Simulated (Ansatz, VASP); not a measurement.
**CoSi4: VASP beside Ansatz**

The input INCAR:

```
SYSTEM = CoSi4
ALGO     = Normal         ! electronic algorithm
EDIFF    = 1E-6           ! SCF threshold, eV
EDIFFG   = -0.01          ! ionic threshold
ENCUT    = 600            ! plane-wave cutoff, eV
GGA      = PE             ! functional
IBRION   = 2              ! ionic algorithm
ISIF     = 3              ! what is computed and relaxed
ISMEAR   = 0              ! smearing method
LASPH    = .True.         ! aspherical terms in the spheres
LCHARG   = .False.        ! write CHGCAR
LREAL    = .False.        ! projectors in reciprocal space
LWAVE    = .False.        ! write WAVECAR
NELM     = 80             ! most SCF steps
NSW      = 100            ! ionic steps
PREC     = Accurate       ! precision mode
SIGMA    = 0.1            ! smearing width, eV
```

KPOINTS

```
k-points
0
Gamma
  12 12 8
  0 0 0
```

Contents of POSCAR:

```
CoSi4
1.0
    4.1312654720      0.0000000000      0.0000000000
   -2.0656327360      3.5777808486      0.0000000000
    0.0000000000      0.0000000000      5.0208886660
Co Si
1 4
Direct
    0.0000000000      0.0000000000      0.5000000000
    0.3333333333      0.6666666667      0.7503907217
    0.3333333333      0.6666666667      0.2496092783
    0.6666666667      0.3333333333      0.2496092783
    0.6666666667      0.3333333333      0.7503907217
```

Input for Ansatz:

```yaml
crystal:
  lattice:
    - [4.131265472, 0.0, 0.0]
    - [-2.065632736, 3.5777808486, 0.0]
    - [0.0, 0.0, 5.020888666]
  atoms:
    - { symbol: Co, position: [0.0, 0.0, 0.5] }
    - { symbol: Si, position: [0.3333333333, 0.6666666667, 0.7503907217] }
    - { symbol: Si, position: [0.3333333333, 0.6666666667, 0.2496092783] }
    - { symbol: Si, position: [0.6666666667, 0.3333333333, 0.2496092783] }
    - { symbol: Si, position: [0.6666666667, 0.3333333333, 0.7503907217] }
basis:
  ecutwfc: 420
kpoints:
  mp_grid: { grid: [12, 12, 8] }
hamiltonian:
  xc: pbe
scf:
  occupations: { method: gaussian, width: 0.1 }
output:
  forces: true
  stress: true
  eigenvalues: true
  write_density: true
  write_potential: true
  elf: true
  volumetric_format: npy
relax:
  adjacent_minimum: "off"
  f_tol: 0.01
  max_steps: 80
  cell: { stress_tol: 0.05 }
```

Alike in both runs: task relaxation of cell and atoms; functional PBE; k mesh 12 × 12 × 8; occupations gaussian, width 0.1 eV; no spin polarisation.

```csv
,VASP,Ansatz
version,VASP 6.6.1,Ansatz 0.2.0
potentials or method,"VASP PAW PBE potentials, release 64 (Co, Si), cutoff 600 eV","scalar-relativistic, plane waves, PAW"
valence electrons in the cell,25,33
```

VASP gave:

| Property | Result |
| --- | --- |
| gap on the k mesh at the Fermi level, each at its own relaxed structure (eV) | none |
| relaxed volume (Å³/atom) | 14.82 |
| relaxed length of the cell vector where the two differ most in proportion (Å) | 5.041 |

Q: Which values does Ansatz return?

A: gap on the k mesh at the Fermi level, each at its own relaxed structure (eV): none; relaxed volume (Å³/atom): 14.82; relaxed length of the cell vector where the two differ most in proportion (Å): 5.039.

A gap of «none» marks a metal or a gap that the smearing closes. VASP's potentials hold 25 valence electrons a cell and Ansatz's 33, so a difference there can come from the potentials and not from the codes.

Noted on VASP's run: too few bands were computed for a metal, which touches its energy and stress.
